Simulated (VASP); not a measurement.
# Cs (Fm-3m) in VASP: notebook, part 2 of 2

VASP 6.6.1. Earlier steps stand in the parts before.

## (4) Single point, r2SCAN

This run uses another cell than the first one, of 124.23 Å³/atom, 1.122 times its volume.

Input file POSCAR:

```
Cs
1.0
    0.0000000000      3.9603440712      3.9603440712
    3.9603440712      0.0000000000      3.9603440712
    3.9603440712      3.9603440712      0.0000000000
Cs
1
Direct
    0.0000000000      0.0000000000      0.0000000000
```

Input file INCAR.step1:

```
SYSTEM = Cs
  PREC = Accurate
  ENCUT = 520
  ISMEAR = 0
  SIGMA = 0.05
  LREAL = .False.
  LASPH = .True.
  NELM = 80
  NBANDS = 10
  GGA = PE
  ALGO = Normal
  EDIFF = 1E-4
  LWAVE = .True.
  LCHARG = .False.
```

Input file INCAR.step2:

```
SYSTEM = Cs
  PREC = Accurate
  ENCUT = 520
  EDIFF = 1E-6
  ISMEAR = 0
  SIGMA = 0.05
  LREAL = .False.
  LASPH = .True.
  NELM = 80
  ALGO = Normal
  ISIF = 2
  LWAVE = .False.
  LCHARG = .False.
  METAGGA = R2SCAN
  LMIXTAU = .True.
  NBANDS = 10
  ISTART = 1
```

Input file KPOINTS:

```
Automatic mesh
0
Gamma
  10 10 10
  0 0 0
```

Potentials or basis: VASP PAW PBE potentials, release 64 (Cs_sv).

Started as:

```bash
$ cat potpaw_PBE.64/Cs_sv/POTCAR > POTCAR
$ cp INCAR.step1 INCAR
$ mpirun -np 1 vasp_std > vasp.out
$ cp INCAR.step2 INCAR
$ mpirun -np 1 vasp_std > vasp.out
```

OUTCAR:

```text
SYSTEM = Cs
   PREC = Accurate
   ENCUT = 520
   EDIFF = 1E-6
   ISMEAR = 0
   LREAL = .False.
   LASPH = .True.
   NELM = 80
   ISIF = 2
   METAGGA = R2SCAN
   ISTART = 1

 ion  position               nearest neighbor table
   1  0.000  0.000  0.000-

  LATTYP: Found a face centered cubic cell.
 ALAT       =     7.9206881424

  Lattice vectors:

 A1 = (   0.0000000000,   3.9603440712,   3.9603440712)
 A2 = (   3.9603440712,   0.0000000000,   3.9603440712)
 A3 = (   3.9603440712,   3.9603440712,   0.0000000000)

Analysis of symmetry for initial positions (statically):
=====================================================================
 Subroutine PRICEL returns:
 Original cell was already a primitive cell.

 Routine SETGRP: Setting up the symmetry group for a
 face centered cubic supercell.

 Subroutine GETGRP returns: Found 48 space group operations
 (whereof 48 operations were pure point group operations)
 out of a pool of 48 trial point group operations.

The static configuration has the point symmetry O_h .

Analysis of symmetry for dynamics (positions and initial velocities):
=====================================================================
 Subroutine PRICEL returns:
 Original cell was already a primitive cell.

 Routine SETGRP: Setting up the symmetry group for a
 face centered cubic supercell.

 Subroutine GETGRP returns: Found 48 space group operations
 (whereof 48 operations were pure point group operations)
 out of a pool of 48 trial point group operations.

The dynamic configuration has the point symmetry O_h .

 Subroutine INISYM returns: Found 48 space group operations
 (whereof 48 operations are pure point group operations),
 and found     1 'primitive' translations

----------------------------------------------------------------------------------------

                                     Primitive cell

  volume of cell :     124.2306

  direct lattice vectors                    reciprocal lattice vectors
     0.000000000  3.960344071  3.960344071    -0.126251657  0.126251657  0.126251657
[... 111 lines left out ...]
   AEXX    =    0.0000 exact exchange contribution
   IVDW    =     0    specifies the selected vdW correction
   LEPSILON=     F    determine dielectric tensor
   LRPA    =     F    only Hartree local field effects (RPA)
 non-spin polarized calculation
 Gauss-broadening in eV      SIGMA  =   0.05
  energy-cutoff  :      520.00
  volume of cell :      124.23
 maximum number of plane-waves:      3383
 NGX is ok and might be reduce to    42
   NGX = 21   NGY = 21   NGZ = 21

 number of electron       9.0000002 magnetization

 Free energy of the ion-electron system (eV)
  ---------------------------------------------------
  ext. energy  EPLUGINS =         0.00000000
  ---------------------------------------------------
  free energy    TOTEN  =       -25.01637111 eV

  energy without entropy =      -25.01430507  energy(sigma->0) =      -25.01533809

 E-fermi :   0.3318     XC(G=0):  -5.4424

 val. band max:        0.2962576401   @ k =  -0.4000   0.1000   0.0000
 cond. band min:       0.3368697261   @ k =   0.5000   0.3000   0.1000
 fundamental gap:      0.0406120860
 Fermi energy:         0.3318336185

 k-point     1 :       0.0000    0.0000    0.0000
  band No.  band energies     occupation
      1     -24.4789      2.00000
      2     -10.8557      2.00000
      3     -10.8557      2.00000
      4     -10.8557      2.00000
      5      -1.3556      2.00000
      6       3.0627      0.00000
      7       3.0627      0.00000
      8       3.0627      0.00000
      9       4.1629      0.00000
     10       4.1629      0.00000
[... 287 lines left out ...]
 k-point    24 :       0.4000    0.3000    0.0000
  band No.  band energies     occupation
      1     -24.4739      2.00000
      2     -10.9374      2.00000
      3     -10.8887      2.00000
      4     -10.8853      2.00000
      5       0.1258      2.00000
      6       1.7211      0.00000
      7       2.0861      0.00000
      8       3.6900      0.00000
      9       3.8657      0.00000
     10       4.8311      0.00000

 [... further k-points ...]

------------------------ aborting loop because EDIFF is reached ----------------------------------------

  FORCE on cell =-STRESS in cart. coord.  units (eV):
  Direction    XX          YY          ZZ          XY          YZ          ZX
  --------------------------------------------------------------------------------------
  -------------------------------------------------------------------------------------
  Total        0.0017640      0.0017640      0.0017640      0.0000000      0.0000000      0.0000000
  in kB        0.0227505      0.0227505      0.0227505      0.0000000      0.0000000      0.0000000
  external PRESSURE =       0.0227505 kB  Pullay stress =       0.0000000 kB

 VOLUME and BASIS-vectors are now :
 -----------------------------------------------------------------------------
  energy-cutoff  :      520.00
  volume of cell :      124.23
      direct lattice vectors                 reciprocal lattice vectors
     0.000000000  3.960344071  3.960344071    -0.126251657  0.126251657  0.126251657
     3.960344071  0.000000000  3.960344071     0.126251657 -0.126251657  0.126251657
     3.960344071  3.960344071  0.000000000     0.126251657  0.126251657 -0.126251657

 POSITION                                       TOTAL-FORCE (eV/Angst)
 -----------------------------------------------------------------------------------
      0.00000      0.00000      0.00000        -0.000000     -0.000000      0.000000
 -----------------------------------------------------------------------------------
    total drift:                               -0.000000      0.000000     -0.000000

  FREE ENERGIE OF THE ION-ELECTRON SYSTEM (eV)
  ---------------------------------------------------
  free  energy   TOTEN  =       -25.0163711083 eV

  energy  without entropy=      -25.0143050688  energy(sigma->0) =      -25.01533809
```

OSZICAR.step1:

```text
N       E                     dE             d eps       ncg     rms          rms(c)
DAV:   1     0.512054773069E+02    0.51205E+02   -0.28215E+03   940   0.614E+02
DAV:   2     0.416247185816E+01   -0.47043E+02   -0.46273E+02  1230   0.108E+02
DAV:   3    -0.773558503542E+00   -0.49360E+01   -0.49227E+01  1080   0.406E+01
DAV:   4    -0.846212790734E+00   -0.72654E-01   -0.72643E-01  1202   0.581E+00
DAV:   5    -0.846620028966E+00   -0.40724E-03   -0.40723E-03  1282   0.405E-01    0.125E-01
DAV:   6    -0.847415896472E+00   -0.79587E-03   -0.12059E-03  1176   0.168E-01    0.883E-02
DAV:   7    -0.848536457917E+00   -0.11206E-02   -0.34240E-03  1022   0.293E-01    0.333E-02
DAV:   8    -0.848608351839E+00   -0.71894E-04   -0.11018E-04  1074   0.651E-02
   1 F= -.84860835E+00 E0= -.84765392E+00  d E =-.190886E-02
```

Wall time 11 min (1 thread of AMD EPYC 7R13, shared host); peak memory 0.28 GiB.

Results:

```yaml
Free_energy: -25.0164 eV
Pressure: 0.0 GPa
```

Levels at points of the mesh, in eV from the Fermi level:
| k point | band 1 | band 2 | band 3 | band 4 | band 5 | band 6 | band 7 | band 8 | band 9 | band 10 |
| --- | --- | --- | --- | --- | --- | --- | --- | --- | --- | --- |
| (0.00, 0.00, 0.00) | -24.81 | -11.19 | -11.19 | -11.19 | -1.69 | 2.73 | 2.73 | 2.73 | 3.83 | 3.83 |
| (0.50, 0.00, 0.00) | -24.81 | -11.30 | -11.20 | -11.20 | 0.10 | 0.63 | 2.57 | 2.57 | 4.57 | 4.57 |
| (0.50, 0.50, 0.00) | -24.80 | -11.29 | -11.23 | -11.23 | 0.36 | 1.21 | 1.36 | 4.14 | 4.14 | 4.59 |

Caveat: the PAW data sets were made with another functional, which shifts forces and pressure a little; spin-orbit coupling is left out, which moves the levels of the heavy elements.

## (5) Single point, r2SCAN

This run uses another cell than the first one, of 124.23 Å³/atom, 1.122 times its volume.

POSCAR is that of step 4.

Input file INCAR.step1:

```
PREC = Accurate
ENCUT = 520
ISMEAR = 0
SIGMA = 0.05
LREAL = F
LASPH = T
NELM = 80
NBANDS = 10
GGA = PE
ALGO = Normal
EDIFF = 1E-4
LWAVE = T
LCHARG = F
```

Input file INCAR.step2:

```
PREC = Accurate
ENCUT = 520
EDIFF = 1E-6
ISMEAR = 0
SIGMA = 0.05
LREAL = F
LASPH = T
NELM = 80
ALGO = Normal
ISIF = 2
LWAVE = F
LCHARG = F
METAGGA = R2SCAN
LMIXTAU = T
NBANDS = 10
ISTART = 1
```

Input file KPOINTS:

```
regular mesh
0
Gamma
  10 10 10
```

Started as:

```bash
$ cat potpaw_PBE.64/Cs_sv/POTCAR > POTCAR
$ cp INCAR.step1 INCAR
$ mpirun -np 1 vasp_std > vasp.out
$ cp INCAR.step2 INCAR
$ mpirun -np 1 vasp_std > vasp.out
```

Run time: 12 min. Hardware: 1 thread of AMD EPYC 7R13, shared host; peak memory 0.28 GiB.

It converged, with:

| Property | Result |
| --- | --- |
| Free energy | -25.0164 eV |
| Pressure | 0.0 GPa |

Levels at points of the mesh, in eV from the Fermi level:
```tsv
k point	band 1	band 2	band 3	band 4	band 5	band 6	band 7	band 8	band 9	band 10
(0.00, 0.00, 0.00)	-24.81	-11.19	-11.19	-11.19	-1.69	2.73	2.73	2.73	3.83	3.83
(0.50, 0.00, 0.00)	-24.81	-11.30	-11.20	-11.20	0.10	0.63	2.57	2.57	4.57	4.57
(0.50, 0.50, 0.00)	-24.80	-11.29	-11.23	-11.23	0.36	1.21	1.36	4.14	4.14	4.59
```

Caveat: the PAW data sets were made with another functional, which shifts forces and pressure a little; spin-orbit coupling is left out, which moves the levels of the heavy elements.

## (6) The runs side by side

```tsv
cell	gap on the mesh (eV)	pressure (GPa)
a = 5.390 Å, angles 60.0°, 1 atom	none	0.3
a = 5.393 Å, angles 60.0°, 1 atom	none	0.3
a = 5.601 Å, angles 60.0°, 1 atom	none	0.0
```

Alike in all rows: task single point; level r2SCAN; potentials or basis VASP PAW PBE potentials, release 64 (Cs_sv); no spin polarisation; k mesh 10 × 10 × 10; cutoff (eV) 520; smearing gaussian 0.05 eV.

Caveats: the PAW data sets were made with another functional, which shifts forces and pressure a little; spin-orbit coupling is left out, which moves the levels of the heavy elements.

Absolute energies hang on the potentials; compare differences alone.
